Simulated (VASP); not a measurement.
# BeAsI5 (P4/mmm) in VASP: notebook

Runs on BeAsI5. Level: PBEsol. Tasks: single point, relaxation of cell and atoms.

All numbers are computed with VASP 6.6.1; they aren't measurements. Logs are shortened: lines on timing, memory, paths and dates and some standing lists are left out, and cuts for length are marked.

## (1) The cell of the first run

Symmetry: P4/mmm, No. 123, tetragonal system. The conventional cell has a = 5.022 Å, b = 5.022 Å, c = 7.853 Å, α = 90.00°, β = 90.00°, γ = 90.00°. Within 4.0 Å of Be (site symmetry 4/mmm) lie 10 I at 3.01 to 3.93 Å. As (site symmetry 4/mmm) has 12 I at 3.38 to 3.55 Å within 4.4 Å. Within 4.4 Å of I (site symmetry 4/mmm) lie 8 I at 3.38 Å and 4 As at 3.55 Å and 2 Be at 3.93 Å. I (site symmetry 2mm) has 2 Be at 3.01 Å and 7 I at 3.33 to 3.55 Å and 2 As at 3.38 Å within 4.0 Å.

## (2) Single point, PBEsol

The input, INCAR:

```
PREC = Accurate
ENCUT = 520
EDIFF = 1E-6
ISMEAR = -1
SIGMA = 0.03
LREAL = False
LASPH = True
NELM = 60
ALGO = Normal
ISIF = 2
LWAVE = False
LCHARG = False
GGA = PS
NBANDS = 30
```

The input, KPOINTS:

```
regular mesh
0
Gamma
  4 4 2
```

The input, POSCAR:

```
BeAsI5
1.0
    5.0223445444      0.0000000000      0.0000000000
    0.0000000000      5.0223445444      0.0000000000
    0.0000000000      0.0000000000      7.8532822089
Be As I
1 1 5
Direct
    0.0000000000      0.0000000000      0.5000000000
    0.5000000000      0.5000000000      0.0000000000
    0.0000000000      0.0000000000      0.0000000000
    0.5000000000      0.0000000000      0.7117051796
    0.0000000000      0.5000000000      0.7117051796
    0.5000000000      0.0000000000      0.2882948204
    0.0000000000      0.5000000000      0.2882948204
```

Potentials or basis: VASP PAW PBE potentials, release 64 (Be, As, I).

The run is started by

```bash
cat potpaw_PBE.64/Be/POTCAR potpaw_PBE.64/As/POTCAR potpaw_PBE.64/I/POTCAR > POTCAR
mpirun -np 1 vasp_std > vasp.out
```

OUTCAR:

```text
PREC = Accurate
   ENCUT = 520
   EDIFF = 1E-6
   ISMEAR = -1
   LREAL = False
   LASPH = True
   NELM = 60
   ISIF = 2
   GGA = PS

 ion  position               nearest neighbor table
   1  0.000  0.000  0.500-
   2  0.500  0.500  0.000-
   3  0.000  0.000  0.000-   4 3.38   5 3.38   6 3.38   7 3.38   5 3.38   7 3.38   4 3.38   6 3.38

   4  0.500  0.000  0.712-   6 3.33   3 3.38   3 3.38   5 3.55   5 3.55   5 3.55   5 3.55
   5  0.000  0.500  0.712-   7 3.33   3 3.38   3 3.38   4 3.55   4 3.55   4 3.55   4 3.55
   6  0.500  0.000  0.288-   4 3.33   3 3.38   3 3.38   7 3.55   7 3.55   7 3.55   7 3.55
   7  0.000  0.500  0.288-   5 3.33   3 3.38   3 3.38   6 3.55   6 3.55   6 3.55   6 3.55

  LATTYP: Found a simple tetragonal cell.
 ALAT       =     5.0223445444
 C/A-ratio  =     1.5636685495

  Lattice vectors:

 A1 = (   5.0223445444,   0.0000000000,   0.0000000000)
 A2 = (   0.0000000000,   5.0223445444,   0.0000000000)
 A3 = (   0.0000000000,   0.0000000000,   7.8532822089)

Analysis of symmetry for initial positions (statically):
=====================================================================
 Subroutine PRICEL returns:
 Original cell was already a primitive cell.

 Routine SETGRP: Setting up the symmetry group for a
 simple tetragonal supercell.

 Subroutine GETGRP returns: Found 16 space group operations
 (whereof 16 operations were pure point group operations)
 out of a pool of 16 trial point group operations.

The static configuration has the point symmetry D_4h.

Analysis of symmetry for dynamics (positions and initial velocities):
=====================================================================
 Subroutine PRICEL returns:
 Original cell was already a primitive cell.

 Routine SETGRP: Setting up the symmetry group for a
 simple tetragonal supercell.

 Subroutine GETGRP returns: Found 16 space group operations
 (whereof 16 operations were pure point group operations)
 out of a pool of 16 trial point group operations.

The dynamic configuration has the point symmetry D_4h.

 Subroutine INISYM returns: Found 16 space group operations
 (whereof 16 operations are pure point group operations),
 and found     1 'primitive' translations

----------------------------------------------------------------------------------------

                                     Primitive cell

  volume of cell :     198.0908

  direct lattice vectors                    reciprocal lattice vectors
     5.022344544  0.000000000  0.000000000     0.199110195  0.000000000  0.000000000
     0.000000000  5.022344544  0.000000000     0.000000000  0.199110195  0.000000000
     0.000000000  0.000000000  7.853282209     0.000000000  0.000000000  0.127335294

  length of vectors
     5.022344544  5.022344544  7.853282209     0.199110195  0.199110195  0.127335294

  position of ions in fractional coordinates (direct lattice)
     0.000000000  0.000000000  0.500000000
     0.500000000  0.500000000  0.000000000
     0.000000000  0.000000000  0.000000000
     0.500000000  0.000000000  0.711705180
     0.000000000  0.500000000  0.711705180
     0.500000000  0.000000000  0.288294820
     0.000000000  0.500000000  0.288294820

  ion indices of the primitive-cell ions
   primitive index   ion index
                 1           1
                 2           2
                 3           3
                 4           4
                 5           5
                 6           6
                 7           7

----------------------------------------------------------------------------------------

 KPOINTS: regular mesh

Automatic generation of k-mesh.
 Grid dimensions read from file:
 generate k-points for:    4    4    2

 Generating k-lattice:

  Cartesian coordinates                     Fractional coordinates (reciprocal lattice)
     0.049777549  0.000000000  0.000000000     0.250000000  0.000000000  0.000000000
     0.000000000  0.049777549  0.000000000     0.000000000  0.250000000  0.000000000
     0.000000000  0.000000000  0.063667647     0.000000000  0.000000000  0.500000000

  Length of vectors
     0.049777549  0.049777549  0.063667647

  Shift w.r.t. Gamma in fractional coordinates (k-lattice)
     0.000000000  0.000000000  0.000000000

 Subroutine IBZKPT returns following result:
 ===========================================

 Found     12 irreducible k-points:

 Following reciprocal coordinates:
            Coordinates               Weight
  0.000000  0.000000  0.000000      1.000000
  0.250000  0.000000  0.000000      4.000000
  0.500000  0.000000  0.000000      2.000000
  0.250000  0.250000  0.000000      4.000000
  0.500000  0.250000  0.000000      4.000000
  0.500000  0.500000  0.000000      1.000000
  0.000000  0.000000  0.500000      1.000000
  0.250000  0.000000  0.500000      4.000000
  0.500000  0.000000  0.500000      2.000000
  0.250000  0.250000  0.500000      4.000000
  0.500000  0.250000  0.500000      4.000000
  0.500000  0.500000  0.500000      1.000000
   k-points           NKPTS =     12   k-points in BZ     NKDIM =     12   number of bands    NBANDS=     30
   number of dos      NEDOS =    301   number of ions     NIONS =      7
   total plane-waves  NPLWV =  96000
   dimension x,y,z NGX =    40 NGY =   40 NGZ =   60
   dimension x,y,z NGXF=    80 NGYF=   80 NGZF=  120
   ions per type =               1   1   5
   NGX,Y,Z   is equivalent  to a cutoff of  13.24, 13.24, 12.70 a.u.
   NGXF,Y,Z  is equivalent  to a cutoff of  26.48, 26.48, 25.40 a.u.
 SYSTEM =  unknown system
   PREC   = accura    normal or accurate (medium, high low for compatibility)
   ISTART =      0    job   : 0-new  1-cont  2-samecut
   ICHARG =      2    charge: 1-file 2-atom 10-const
   ISPIN  =      1    spin polarized calculation?
   LNONCOLLINEAR =      F non collinear calculations
   LSORBIT =      F    spin-orbit coupling
   LASPH  =      T    aspherical Exc in radial PAW
   ENCUT  =  520.0 eV  38.22 Ry    6.18 a.u.   9.34  9.34 14.60*2*pi/ulx,y,z
   NELM   =     60;   NELMIN=  2; NELMDL= -5     # of ELM steps
   EDIFF  = 0.1E-05   stopping-criterion for ELM
   LREAL  =      F    real-space projection
[... 7 lines left out ...]
   TEBEG  =    0.0;   TEEND  =   0.0 temperature during run
   PSTRESS=    0.0 pullay stress
   NELECT =      42.0000    total number of electrons
   NUPDOWN=      -1.0000    fix difference up-down
   EMIN   =  10.00;   EMAX   =-10.00  energy-range for DOS
   EFERMI =   0.00;   METHOD = LEGACY
   ISMEAR =    -1;   SIGMA  =   0.03  broadening in eV -4-tet -1-fermi 0-gaus
   EFERMI_NEDOS =   21; number of points for ismear=-14 and -15
   IALGO  =     38    algorithm
   IMIX   =      4    mixing-type and parameters
     AMIX     =   0.40;   BMIX     =  1.00
     AMIX_MAG =   1.60;   BMIX_MAG =  1.00
  volume/ion in A,a.u.               =      28.30       190.97
  Fermi-wavevector in a.u.,A,eV,Ry     =   0.976195  1.844741 12.965759  0.952956
  Thomas-Fermi vector in A             =   2.106794
   LORBIT       =      0    0 simple, 1 ext, 2 COOP (PROOUT), +10 PAW based schemes
   GGA     = PS    functional components
   LHFCALC =     F    Hartree Fock is set to
   AEXX    =    0.0000 exact exchange contribution
   IVDW    =     0    specifies the selected vdW correction
   LEPSILON=     F    determine dielectric tensor
   LRPA    =     F    only Hartree local field effects (RPA)
 non-spin polarized calculation
  energy-cutoff  :      520.00
  volume of cell :      198.09
 maximum number of plane-waves:      5377
 NGX is ok and might be reduce to    40
   NGX = 19   NGY = 19   NGZ = 29

 number of electron      42.0000006 magnetization

 Free energy of the ion-electron system (eV)
  ---------------------------------------------------
  ext. energy  EPLUGINS =         0.00000000
  ---------------------------------------------------
  free energy    TOTEN  =       -14.36042989 eV

  energy without entropy =      -14.34922168  energy(sigma->0) =      -14.35482579

 E-fermi :   5.7765     XC(G=0):  -9.5714

 val. band max:        5.7277785906   @ k =   0.0000   0.0000   0.0000
 cond. band min:       5.8061816167   @ k =   0.5000   0.5000   0.5000
 fundamental gap:      0.0784030260
 Fermi energy:         5.7765292164

 k-point     1 :       0.0000    0.0000    0.0000
  band No.  band energies     occupation
      1      -8.8294      2.00000
      2      -7.6499      2.00000
      3      -6.7317      2.00000
      4      -6.6964      2.00000
      5      -6.1090      2.00000
      6      -4.4775      2.00000
[... 22 lines left out ...]
     29       9.7778      0.00000
     30      10.2477      0.00000

 k-point     2 :       0.2500    0.0000    0.0000
  band No.  band energies     occupation
      1      -8.5869      2.00000
      2      -7.4486      2.00000
      3      -7.0717      2.00000
      4      -6.6625      2.00000
      5      -6.3587      2.00000
      6      -4.6136      2.00000
[... 22 lines left out ...]
     29      10.8786      0.00000
     30      11.1123      0.00000

 k-point     3 :       0.5000    0.0000    0.0000
  band No.  band energies     occupation
      1      -8.0851      2.00000
      2      -7.6896      2.00000
      3      -6.9496      2.00000
      4      -6.9077      2.00000
      5      -6.6227      2.00000
      6      -4.6965      2.00000
[... 22 lines left out ...]
     29      11.0322      0.00000
     30      11.7438      0.00000

 k-point     4 :       0.2500    0.2500    0.0000
  band No.  band energies     occupation
      1      -8.3613      2.00000
      2      -7.2812      2.00000
      3      -7.1664      2.00000
      4      -6.7845      2.00000
      5      -6.4985      2.00000
      6      -4.7128      2.00000
[... 22 lines left out ...]
     29      10.6369      0.00000
     30      11.5990      0.00000

 k-point     5 :       0.5000    0.2500    0.0000
  band No.  band energies     occupation
      1      -7.8915      2.00000
      2      -7.6093      2.00000
      3      -6.8886      2.00000
      4      -6.8667      2.00000
      5      -6.8218      2.00000
      6      -4.7724      2.00000
[... 22 lines left out ...]
     29      10.9601      0.00000
     30      11.9013      0.00000

 k-point     6 :       0.5000    0.5000    0.0000
  band No.  band energies     occupation
      1      -7.5216      2.00000
      2      -7.5216      2.00000
      3      -7.2036      2.00000
      4      -6.8243      2.00000
      5      -6.8243      2.00000
      6      -4.8637      2.00000
[... 22 lines left out ...]
     29      10.4117      0.00000
     30      12.4753      0.00000

 k-point     7 :       0.0000    0.0000    0.5000
  band No.  band energies     occupation
      1      -8.5322      2.00000
      2      -8.2624      2.00000
      3      -6.6850      2.00000
      4      -6.3226      2.00000
      5      -6.1730      2.00000
      6      -4.3722      2.00000
[... 22 lines left out ...]
     29      10.6050      0.00000
     30      10.8176      0.00000

 k-point     8 :       0.2500    0.0000    0.5000
  band No.  band energies     occupation
      1      -8.2895      2.00000
      2      -8.0601      2.00000
      3      -6.9468      2.00000
      4      -6.5941      2.00000
      5      -6.2490      2.00000
      6      -4.4902      2.00000
[... 22 lines left out ...]
     29      11.2346      0.00000
     30      11.8165      0.00000

 k-point     9 :       0.5000    0.0000    0.5000
  band No.  band energies     occupation
      1      -7.8401      2.00000
      2      -7.5550      2.00000
      3      -7.5122      2.00000
      4      -7.1835      2.00000
      5      -6.2293      2.00000
      6      -4.5491      2.00000
[... 22 lines left out ...]
     29      11.6164      0.00000
     30      11.7228      0.00000

 k-point    10 :       0.2500    0.2500    0.5000
  band No.  band energies     occupation
      1      -8.0595      2.00000
      2      -7.8921      2.00000
      3      -7.0936      2.00000
      4      -6.6009      2.00000
      5      -6.4888      2.00000
      6      -4.6118      2.00000
[... 22 lines left out ...]
     29      10.7297      0.00000
     30      11.5162      0.00000

 k-point    11 :       0.5000    0.2500    0.5000
  band No.  band energies     occupation
      1      -7.6328      2.00000
      2      -7.4952      2.00000
      3      -7.4728      2.00000
      4      -7.0757      2.00000
      5      -6.4757      2.00000
      6      -4.6927      2.00000
[... 22 lines left out ...]
     29      11.0199      0.00000
     30      12.9302      0.00000

 k-point    12 :       0.5000    0.5000    0.5000
  band No.  band energies     occupation
      1      -7.4321      2.00000
      2      -7.4321      2.00000
      3      -7.2004      2.00000
      4      -6.9515      2.00000
      5      -6.9515      2.00000
      6      -4.8586      2.00000
[... 22 lines left out ...]
     29      11.3968      0.00000
     30      12.3028      0.00000

------------------------ aborting loop because EDIFF is reached ----------------------------------------

  FORCE on cell =-STRESS in cart. coord.  units (eV):
  Direction    XX          YY          ZZ          XY          YZ          ZX
  --------------------------------------------------------------------------------------
  -------------------------------------------------------------------------------------
  Total        0.0060021      0.0060021     -0.0039661      0.0000000      0.0000000      0.0000000
  in kB        0.0485457      0.0485457     -0.0320781      0.0000000      0.0000000      0.0000000
  external PRESSURE =       0.0216711 kB  Pullay stress =       0.0000000 kB

 VOLUME and BASIS-vectors are now :
 -----------------------------------------------------------------------------
  energy-cutoff  :      520.00
  volume of cell :      198.09
      direct lattice vectors                 reciprocal lattice vectors
     5.022344544  0.000000000  0.000000000     0.199110195  0.000000000  0.000000000
     0.000000000  5.022344544  0.000000000     0.000000000  0.199110195  0.000000000
     0.000000000  0.000000000  7.853282209     0.000000000  0.000000000  0.127335294

 POSITION                                       TOTAL-FORCE (eV/Angst)
 -----------------------------------------------------------------------------------
      0.00000      0.00000      3.92664         0.000000      0.000000      0.000000
      2.51117      2.51117      0.00000         0.000000      0.000000      0.000000
      0.00000      0.00000      0.00000         0.000000      0.000000      0.000000
      2.51117      0.00000      5.58922         0.000000      0.000000     -0.002023
      0.00000      2.51117      5.58922         0.000000      0.000000     -0.002023
      2.51117      0.00000      2.26406         0.000000      0.000000      0.002023
      0.00000      2.51117      2.26406        -0.000000      0.000000      0.002023
 -----------------------------------------------------------------------------------
    total drift:                                0.000000      0.000000     -0.000000

  FREE ENERGIE OF THE ION-ELECTRON SYSTEM (eV)
  ---------------------------------------------------
  free  energy   TOTEN  =       -14.3604298922 eV

  energy  without entropy=      -14.3492216840  energy(sigma->0) =      -14.35482579
```

Run time: 70 s. Hardware: 1 thread of Intel Xeon Platinum 8259CL at 2.50GHz (Skylake/Cascade Lake), shared host; peak memory 0.32 GiB.

Results:

```yaml
Free_energy: -14.3604 eV
Pressure: 0.0 GPa
Band_gap_on_the_k_mesh: zero (bands 21 and 22 overlap by 0.74 eV)
```

Forces in eV/Å, atoms in the order of the input:
```
Be   0.000  0.000  0.000
As   0.000  0.000  0.000
I    0.000  0.000  0.000
I    0.000  0.000 -0.002
I    0.000  0.000 -0.002
I    0.000  0.000  0.002
I    0.000  0.000  0.002
```

Caveat: the k points lie up to 0.40 Å⁻¹ apart, too coarse for converged energies and pressures of a metal; the PAW data sets were made with another functional, which shifts forces and pressure a little; spin-orbit coupling is left out, which moves the levels of the heavy elements.

## (3) Relaxation of cell and atoms, PBEsol

This run uses another cell than the first one, of 41.04 Å³/atom.

The input, INCAR:

```
  ALGO = Normal
  EDIFF = 1E-6
  EDIFFG = -0.01
  ENCUT = 600
  GGA = PS
  IBRION = 2
  ISIF = 3
  ISMEAR = -1
  LASPH = T
  LCHARG = F
  LREAL = F
  LWAVE = F
  NELM = 100
  NSW = 100
  PREC = Accurate
  SIGMA = 0.03
```

The input, KPOINTS:

```
k-points
0
Gamma
  4 4 2
```

The input, POSCAR:

```
BeAsI5
1.0
    5.4834660200      0.0000000000      0.0000000000
    0.0000000000      5.4834660200      0.0000000000
    0.0000000000      0.0000000000      9.5543094000
Be As I
1 1 5
Direct
    0.0000000000      0.0000000000      0.5000000000
    0.5000000000      0.5000000000      0.0000000000
    0.0000000000      0.0000000000      0.0000000000
    0.5000000000      0.0000000000      0.7047851500
    0.0000000000      0.5000000000      0.7047851500
    0.5000000000      0.0000000000      0.2952148500
    0.0000000000      0.5000000000      0.2952148500
```

Potentials or basis: VASP PAW PBE potentials, release 64 (Be, As, I).

The run is started by

```bash
cat potpaw_PBE.64/Be/POTCAR potpaw_PBE.64/As/POTCAR potpaw_PBE.64/I/POTCAR > POTCAR
mpirun -np 1 vasp_std > vasp.out
```

It took 16 min on 1 thread of Intel Xeon Platinum 8259CL at 2.50GHz (Skylake/Cascade Lake), shared host; peak memory 0.55 GiB.

The run converged. Its results:

| Quantity | Value |
| --- | --- |
| Free energy | -14.3620 eV |
| Relaxed volume | 28.31 Å³/atom |
| Relaxed cell | a = 5.025 Å, b = 5.025 Å, c = 7.847 Å, α = 90.00°, β = 90.00°, γ = 90.00° |
| Space group after relaxing (to 0.1 Å) | P4/mmm (No. 123) |
| Energy gained by relaxing | 368.4 meV/atom |
| Ionic steps | 13 |
| Pressure after relaxing | 0.0 GPa |
| Band gap on the k mesh | zero (bands 21 and 22 overlap by 0.74 eV) |

Step by step:
| step | energy change (eV) | largest force (eV/Å) | pressure (GPa) | volume (Å³) |
| --- | --- | --- | --- | --- |
| 1 | 0.0000 | 0.1941 | -5.97 | 287.28 |
| 2 | -1.9858 | 0.1078 | -3.96 | 228.23 |
| 3 | -2.4000 | 0.0708 | -0.79 | 202.72 |
| 4 | -2.4115 | 0.0676 | 0.26 | 197.15 |
| 5 | -2.4119 | 0.0684 | -0.06 | 198.74 |
| 6 | -2.4665 | 0.0426 | -0.04 | 198.03 |
| 7 | -2.5264 | 0.2874 | 0.29 | 196.61 |
| 8 | -2.5494 | 0.2693 | -0.05 | 198.41 |
| 9 | -2.5557 | 0.2271 | -0.50 | 200.94 |
| 10 | -2.5574 | 0.2390 | -0.38 | 200.14 |
| 11 | -2.5758 | 0.0880 | -0.19 | 199.06 |
| 12 | -2.5790 | 0.0023 | -0.04 | 198.38 |
| 13 | -2.5791 | 0.0003 | -0.01 | 198.15 |

Final structure:
```cif
data_structure
_symmetry_space_group_name_H-M 'P 1'
_symmetry_Int_Tables_number 1
_cell_length_a 5.0251
_cell_length_b 5.0251
_cell_length_c 7.8470
_cell_angle_alpha 90.000
_cell_angle_beta 90.000
_cell_angle_gamma 90.000
_cell_volume 198.15
loop_
_atom_site_label
_atom_site_type_symbol
_atom_site_fract_x
_atom_site_fract_y
_atom_site_fract_z
_atom_site_occupancy
Be1 Be 0.00000 0.00000 0.50000 1
As1 As 0.50000 0.50000 0.00000 1
I1 I 0.00000 0.00000 0.00000 1
I2 I 0.50000 0.00000 0.71182 1
I3 I 0.00000 0.50000 0.71182 1
I4 I 0.50000 0.00000 0.28818 1
I5 I 0.00000 0.50000 0.28818 1
```

Levels at points of the mesh, in eV from the Fermi level:
| k point | band 17 | band 18 | band 19 | band 20 | band 21 | band 22 | band 23 | band 24 | band 25 |
| --- | --- | --- | --- | --- | --- | --- | --- | --- | --- |
| (0.00, 0.00, 0.00) | -1.85 | -1.85 | -0.66 | -0.66 | -0.56 | -0.05 | 0.57 | 0.85 | 0.85 |
| (0.50, 0.00, 0.00) | -2.12 | -1.95 | -1.56 | -1.35 | -0.40 | -0.25 | 0.38 | 1.13 | 1.52 |
| (0.50, 0.50, 0.00) | -1.01 | -0.74 | -0.38 | -0.14 | 0.12 | 0.49 | 0.63 | 0.63 | 1.11 |
| (0.00, 0.00, 0.50) | -1.54 | -1.34 | -1.34 | -1.30 | -1.30 | -0.54 | 0.98 | 1.24 | 1.24 |
| (0.50, 0.00, 0.50) | -2.55 | -2.20 | -0.97 | -0.82 | 0.04 | 0.38 | 0.46 | 1.03 | 1.84 |
| (0.50, 0.50, 0.50) | -0.30 | -0.26 | -0.23 | 0.02 | 0.20 | 0.20 | 1.06 | 1.06 | 2.30 |

Caveat: the volume moved by over 15 % at a fixed basis, so the end points are rough; the PAW data sets were made with another functional, which shifts forces and pressure a little; spin-orbit coupling is left out, which moves the levels of the heavy elements.
